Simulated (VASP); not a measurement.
C, 4 atoms in the cell. The cell holds a slab with vacuum, 4 atoms: a = 2.460 Å, b = 2.460 Å, c = 21.350 Å, α = 90.00°, β = 90.00°, γ = 120.00°. 

```yaml
Program: VASP 6.6.1
Task: relaxation of the atoms
Functional: r2SCAN
Dispersion: rVV10
Potentials_or_basis: VASP PAW PBE potentials, release 64 (C)
Cutoff: 580 eV
k_mesh: 12 × 12 × 1
Occupations: gaussian, width 0.05 eV
Spin: no spin polarisation
Dipole_correction: no
Further_INCAR_settings: ALGO = Normal; EDIFF = 1e-07; IBRION = 2; EDIFFG = -0.003; NSW = 60
```

Potentials or basis: VASP PAW PBE potentials, release 64 (C).

Launch:

```console
$ cat potpaw_PBE.64/C/POTCAR > POTCAR
$ cp INCAR.step1 INCAR
$ mpirun -np 1 vasp_std > vasp.out
$ cp INCAR.step2 INCAR
$ mpirun -np 1 vasp_std > vasp.out
```

Hardware: 1 thread of Intel Xeon 6975P-C (shared host).

Estimate the wall time of this run.

Wall time 17 min on 1 thread of Intel Xeon 6975P-C (shared host), peak memory 0.52 GiB. Counts: k points 19, ion steps 3.
